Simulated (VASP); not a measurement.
# Au (Pm-3m) in VASP: further runs

Au is run at these levels: PBE; tasks: relaxation of cell and atoms.

Everything below comes from runs of VASP 6.6.1. Logs are shortened: lines on timing, memory, paths and dates and some standing lists are left out, and cuts for length are marked.

## (1) The cell of the first run

Symmetry: Pm-3m, No. 221, cubic system. Conventional cell: a = 2.650 Å, b = 2.650 Å, c = 2.650 Å, α = 90.00°, β = 90.00°, γ = 90.00°. Within 3.5 Å of Au (site symmetry m-3m) lie 6 Au at 2.65 Å.

This isn't the form of Au at room conditions, which is fcc.

## (2) Relaxation of cell and atoms, PBE, target pressure 30 GPa, at which the enthalpy is minimised

File INCAR:

```
PREC = Accurate
ENCUT = 600
EDIFF = 1E-6
ISMEAR = 1
SIGMA = 0.05
LREAL = False
LASPH = True
NELM = 60
ALGO = Normal
ISIF = 3
LWAVE = False
LCHARG = False
GGA = PE
IBRION = 2
NSW = 80
EDIFFG = -0.01
PSTRESS = 300.0
```

File KPOINTS:

```
regular mesh
0
Gamma
  17 17 17
```

File POSCAR:

```
Au
1.0
    2.6500000000      0.0000000000      0.0000000000
    0.0000000000      2.6500000000      0.0000000000
    0.0000000000      0.0000000000      2.6500000000
Au
1
Direct
    0.0000000000      0.0000000000      0.0000000000
```

Potentials or basis: VASP PAW PBE potentials, release 64 (Au).

Run with:

```bash
> cat potpaw_PBE.64/Au/POTCAR > POTCAR
> mpirun -np 1 vasp_std > vasp.out
```

OUTCAR:

```text
PREC = Accurate
   ENCUT = 600
   EDIFF = 1E-6
   ISMEAR = 1
   LREAL = False
   LASPH = True
   NELM = 60
   ISIF = 3
   GGA = PE
   IBRION = 2
   NSW = 80
   EDIFFG = -0.01
   PSTRESS = 300.0

 ion  position               nearest neighbor table
   1  0.000  0.000  0.000-

  LATTYP: Found a simple cubic cell.
 ALAT       =     2.6500000000

  Lattice vectors:

 A1 = (   2.6500000000,   0.0000000000,   0.0000000000)
 A2 = (   0.0000000000,   2.6500000000,   0.0000000000)
 A3 = (   0.0000000000,   0.0000000000,   2.6500000000)

Analysis of symmetry for initial positions (statically):
=====================================================================
 Subroutine PRICEL returns:
 Original cell was already a primitive cell.

 Routine SETGRP: Setting up the symmetry group for a
 simple cubic supercell.

 Subroutine GETGRP returns: Found 48 space group operations
 (whereof 48 operations were pure point group operations)
 out of a pool of 48 trial point group operations.

The static configuration has the point symmetry O_h .

Analysis of symmetry for dynamics (positions and initial velocities):
=====================================================================
 Subroutine PRICEL returns:
 Original cell was already a primitive cell.

 Routine SETGRP: Setting up the symmetry group for a
 simple cubic supercell.

 Subroutine GETGRP returns: Found 48 space group operations
 (whereof 48 operations were pure point group operations)
 out of a pool of 48 trial point group operations.

The dynamic configuration has the point symmetry O_h .

 Subroutine INISYM returns: Found 48 space group operations
 (whereof 48 operations are pure point group operations),
 and found     1 'primitive' translations

----------------------------------------------------------------------------------------

                                     Primitive cell

  volume of cell :      18.6096

  direct lattice vectors                    reciprocal lattice vectors
     2.650000000  0.000000000  0.000000000     0.377358491  0.000000000  0.000000000
     0.000000000  2.650000000  0.000000000     0.000000000  0.377358491  0.000000000
     0.000000000  0.000000000  2.650000000     0.000000000  0.000000000  0.377358491

  length of vectors
     2.650000000  2.650000000  2.650000000     0.377358491  0.377358491  0.377358491

  position of ions in fractional coordinates (direct lattice)
     0.000000000  0.000000000  0.000000000

  ion indices of the primitive-cell ions
   primitive index   ion index
                 1           1

----------------------------------------------------------------------------------------

 KPOINTS: regular mesh

Automatic generation of k-mesh.
 Grid dimensions read from file:
 generate k-points for:   17   17   17

 Generating k-lattice:

  Cartesian coordinates                     Fractional coordinates (reciprocal lattice)
     0.022197558  0.000000000  0.000000000     0.058823529  0.000000000  0.000000000
     0.000000000  0.022197558  0.000000000     0.000000000  0.058823529  0.000000000
     0.000000000  0.000000000  0.022197558     0.000000000  0.000000000  0.058823529

  Length of vectors
     0.022197558  0.022197558  0.022197558

  Shift w.r.t. Gamma in fractional coordinates (k-lattice)
     0.000000000  0.000000000  0.000000000

 Subroutine IBZKPT returns following result:
 ===========================================

 Found    165 irreducible k-points:

 Following reciprocal coordinates:
            Coordinates               Weight
  0.000000  0.000000  0.000000      1.000000
  0.058824  0.000000  0.000000      6.000000
  0.117647  0.000000  0.000000      6.000000
  0.176471  0.000000  0.000000      6.000000
  0.235294  0.000000  0.000000      6.000000
  0.294118  0.000000  0.000000      6.000000
[... 16 lines left out ...]
  0.411765  0.117647  0.000000     24.000000
  0.470588  0.117647  0.000000     24.000000
 [... further k-points ...]
   k-points           NKPTS =    165   k-points in BZ     NKDIM =    165   number of bands    NBANDS=      9
   number of dos      NEDOS =    301   number of ions     NIONS =      1
   total plane-waves  NPLWV =  13824
   dimension x,y,z NGX =    24 NGY =   24 NGZ =   24
   dimension x,y,z NGXF=    48 NGYF=   48 NGZF=   48
   ions per type =               1
   NGX,Y,Z   is equivalent  to a cutoff of  15.06, 15.06, 15.06 a.u.
   NGXF,Y,Z  is equivalent  to a cutoff of  30.11, 30.11, 30.11 a.u.
 SYSTEM =  unknown system
   PREC   = accura    normal or accurate (medium, high low for compatibility)
   ISTART =      0    job   : 0-new  1-cont  2-samecut
   ICHARG =      2    charge: 1-file 2-atom 10-const
   ISPIN  =      1    spin polarized calculation?
   LNONCOLLINEAR =      F non collinear calculations
   LSORBIT =      F    spin-orbit coupling
   LASPH  =      T    aspherical Exc in radial PAW
   ENCUT  =  600.0 eV  44.10 Ry    6.64 a.u.   5.29  5.29  5.29*2*pi/ulx,y,z
   NELM   =     60;   NELMIN=  2; NELMDL= -5     # of ELM steps
   EDIFF  = 0.1E-05   stopping-criterion for ELM
   LREAL  =      F    real-space projection
   EDIFFG = -.1E-01   stopping-criterion for IOM
   NSW    =     80    number of steps for IOM
   IBRION =      2    ionic relax: 0-MD 1-quasi-New 2-CG
   NFREE  =      1    steps in history (QN), initial steepest desc. (CG)
   ISIF   =      3    stress and relaxation
   ISYM   =      2    0-nonsym 1-usesym 2-fastsym
   POTIM  = 0.5000    time-step for ionic-motion
   TEBEG  =    0.0;   TEEND  =   0.0 temperature during run
   PSTRESS=  300.0 pullay stress
   NELECT =      11.0000    total number of electrons
   NUPDOWN=      -1.0000    fix difference up-down
   EMIN   =  10.00;   EMAX   =-10.00  energy-range for DOS
   EFERMI =   0.00;   METHOD = LEGACY
   ISMEAR =     1;   SIGMA  =   0.05  broadening in eV -4-tet -1-fermi 0-gaus
   EFERMI_NEDOS =   21; number of points for ismear=-14 and -15
   IALGO  =     38    algorithm
   IMIX   =      4    mixing-type and parameters
     AMIX     =   0.40;   BMIX     =  1.00
     AMIX_MAG =   1.60;   BMIX_MAG =  1.00
  volume/ion in A,a.u.               =      18.61       125.58
  Fermi-wavevector in a.u.,A,eV,Ry     =   1.373915  2.596323 25.682933  1.887642
  Thomas-Fermi vector in A             =   2.499389
   LORBIT       =      0    0 simple, 1 ext, 2 COOP (PROOUT), +10 PAW based schemes
   GGA     = PE    functional components
   LHFCALC =     F    Hartree Fock is set to
   AEXX    =    0.0000 exact exchange contribution
   IVDW    =     0    specifies the selected vdW correction
   LEPSILON=     F    determine dielectric tensor
   LRPA    =     F    only Hartree local field effects (RPA)
 conjugate gradient relaxation of ions
 non-spin polarized calculation
 Methfessel and Paxton  Order N= 1 SIGMA  =   0.05
  energy-cutoff  :      600.00
  volume of cell :       18.61
 maximum number of plane-waves:       638
 NGX is ok and might be reduce to    24
   NGX = 11   NGY = 11   NGZ = 11

--------------------------------------- Ionic step        1  -------------------------------------------

 number of electron      10.9999999 magnetization

 Free energy of the ion-electron system (eV)
  ---------------------------------------------------
  ext. energy  EPLUGINS =         0.00000000
  ---------------------------------------------------
  free energy    TOTEN  =        -2.92880091 eV

  energy without entropy =       -2.92877034  energy(sigma->0) =       -2.92879072

------------------------ aborting loop because EDIFF is reached ----------------------------------------

  FORCE on cell =-STRESS in cart. coord.  units (eV):
  Direction    XX          YY          ZZ          XY          YZ          ZX
  --------------------------------------------------------------------------------------
  -------------------------------------------------------------------------------------
  Total        1.8280484      1.8280484      1.8280484     -0.0000000     -0.0000000      0.0000000
  in kB      157.3840255    157.3840255    157.3840255     -0.0000000     -0.0000000      0.0000000
  external PRESSURE =    -142.6159745 kB  Pullay stress =     300.0000000 kB
[... 22 lines left out ...]
  enthalpy is  TOTEN    =         0.5557618715 eV   P V=        3.4845627856

--------------------------------------- Ionic step        2  -------------------------------------------

 number of electron      10.9999999 magnetization

 E-fermi :  12.2151     XC(G=0): -13.5736

 val. band max:       12.2146865411   @ k =   0.4118   0.1765   0.1765
 cond. band min:      12.2237328082   @ k =   0.4706   0.1176   0.1176
 fundamental gap:      0.0090462671
 Fermi energy:        12.2151148819

 k-point     1 :       0.0000    0.0000    0.0000
  band No.  band energies     occupation
      1       0.8298      2.00000
      2       3.2886      2.00000
      3       3.2886      2.00000
      4      10.7020      2.00000
      5      10.7020      2.00000
      6      10.7020      2.00000
      7      27.8630      0.00000
      8      27.8630      0.00000
      9      27.8630      0.00000
[... 384 lines left out ...]
  enthalpy is  TOTEN    =         0.4968709205 eV   P V=        3.2608241709

--------------------------------------- Ionic step        5  -------------------------------------------

 number of electron      11.0000000 magnetization

 Free energy of the ion-electron system (eV)
  ---------------------------------------------------
  ext. energy  EPLUGINS =         0.00000000
  ---------------------------------------------------
  free energy    TOTEN  =        -2.75960119 eV

  energy without entropy =       -2.75965894  energy(sigma->0) =       -2.75962044

 E-fermi :   8.8559     XC(G=0): -12.4610

 val. band max:        8.8539167209   @ k =   0.4706   0.4706   0.2353
 cond. band min:       8.8856227276   @ k =   0.4706   0.4706   0.2941
 fundamental gap:      0.0317060068
 Fermi energy:         8.8559218259

 k-point     1 :       0.0000    0.0000    0.0000
  band No.  band energies     occupation
      1      -0.4915      2.00000
      2       1.8558      2.00000
      3       1.8558      2.00000
      4       7.4091      2.00000
      5       7.4091      2.00000
      6       7.4091      2.00000
      7      23.6643      0.00000
      8      23.6643      0.00000
      9      23.6643      0.00000
[... 304 lines left out ...]
  FREE ENERGIE OF THE ION-ELECTRON SYSTEM (eV)
  ---------------------------------------------------
  free  energy   TOTEN  =        -2.7596011879 eV

  energy  without entropy=       -2.7596589352  energy(sigma->0) =       -2.75962044

  enthalpy is  TOTEN    =         0.4968487770 eV   P V=        3.2564499649

 reached required accuracy - stopping structural energy minimisation
```

It took 2.4 min on 1 thread of AMD EPYC 7R13, shared host; peak memory 0.15 GiB.

What came out:

| Item | Value |
| --- | --- |
| Free energy | -2.7596 eV |
| Relaxed volume | 17.39 Å³/atom |
| Relaxed cell | a = 2.591 Å, b = 2.591 Å, c = 2.591 Å, α = 90.00°, β = 90.00°, γ = 90.00° |
| Space group after relaxing (to 0.1 Å) | Pm-3m (No. 221) |
| Energy change on relaxing (the run minimises the enthalpy) | +169.2 meV/atom |
| Ionic steps | 5 |
| Pressure after relaxing | 30.0 GPa |
| Band gap on the k mesh | zero (an odd number of electrons rules out a gap without spin polarisation) |

The path:
| step | energy change (eV) | largest force (eV/Å) | pressure (GPa) | volume (Å³) |
| --- | --- | --- | --- | --- |
| 1 | 0.0000 | 0.0000 | 15.74 | 18.61 |
| 2 | 1.2613 | 0.0000 | 102.66 | 14.50 |
| 3 | 0.1532 | 0.0000 | 28.75 | 17.48 |
| 4 | 0.1648 | 0.0000 | 29.67 | 17.41 |
| 5 | 0.1692 | 0.0000 | 30.03 | 17.39 |

Final structure:
```
CELL_PARAMETERS angstrom
2.59086 0.00000 0.00000
0.00000 2.59086 0.00000
0.00000 0.00000 2.59086
ATOMIC_POSITIONS crystal
Au 0.00000 0.00000 0.00000
```

Caveat: the cell is relaxed towards a set pressure, so the run minimises the enthalpy, not the energy; spin-orbit coupling is left out, which moves the levels of the heavy elements.

## (3) Relaxation of cell and atoms, PBE, target pressure 45 GPa, at which the enthalpy is minimised

INCAR: that of step 2 with these lines changed.

```diff
@@ -7,3 +7,3 @@
 LASPH = True
-NELM = 60
+NELM = 100
 ALGO = Normal
@@ -16,2 +16,2 @@
 EDIFFG = -0.01
-PSTRESS = 300.0
+PSTRESS = 450.0
```

File KPOINTS:

```
Automatic mesh
0
Gamma
  17 17 17
```

POSCAR is that of step 2.

Potentials or basis: VASP PAW PBE potentials, release 64 (Au).

Run with:

```bash
> cat potpaw_PBE.64/Au/POTCAR > POTCAR
> mpirun -np 1 vasp_std > vasp.out
```

Run time: 4.6 min. Hardware: 1 thread of AMD EPYC 7R13, shared host; peak memory 0.15 GiB.

Results (log left out):

```yaml
Free_energy: -2.5570 eV
Relaxed_volume: 16.52 Å³/atom
Relaxed_cell: a = 2.547 Å, b = 2.547 Å, c = 2.547 Å, α = 90.00°, β = 90.00°, γ = 90.00°
Space_group_after_relaxing_to_0.1_Å: Pm-3m (No. 221)
Energy_change_on_relaxing_the_run_minimises_the_enthalpy: +371.8 meV/atom
Ionic_steps: 17
Pressure_after_relaxing: 45.0 GPa
Band_gap_on_the_k_mesh: zero (an odd number of electrons rules out a gap without spin polarisation)
```

The path:
```tsv
step	energy change (eV)	largest force (eV/Å)	pressure (GPa)	volume (Å³)
1	0.0000	0.0000	15.74	18.61
2	6.2137	0.0000	401.78	10.87
3	0.2859	0.0000	38.93	16.85
4	0.3302	0.0000	42.01	16.67
5	0.3748	0.0000	45.18	16.51
6	0.3635	0.0000	44.43	16.55
7	0.3641	0.0000	44.46	16.55
8	0.3658	0.0000	44.58	16.54
9	0.3658	0.0000	44.58	16.54
10	0.3659	0.0000	44.58	16.54
11	0.3660	0.0000	44.58	16.54
12	0.3663	0.0000	44.59	16.54
13	0.3668	0.0000	44.65	16.54
14	0.3679	0.0000	44.73	16.53
15	0.3700	0.0000	44.87	16.52
16	0.3742	0.0000	45.17	16.51
17	0.3718	0.0000	45.01	16.52
```

Final structure:
```xyz
1
Lattice="2.5467 0.0000 0.0000 0.0000 2.5467 0.0000 0.0000 0.0000 2.5467" Properties=species:S:1:pos:R:3 pbc="T T T"
Au    0.0000    0.0000    0.0000
```

Levels at points of the mesh, in eV from the Fermi level:
```csv
k point,band 3,band 4,band 5,band 6,band 7,band 8,band 9
"(0.00, 0.00, 0.00)",-7.53,-1.50,-1.50,-1.50,15.03,15.03,15.03
```

Caveat: the cell is relaxed towards a set pressure, so the run minimises the enthalpy, not the energy; spin-orbit coupling is left out, which moves the levels of the heavy elements.
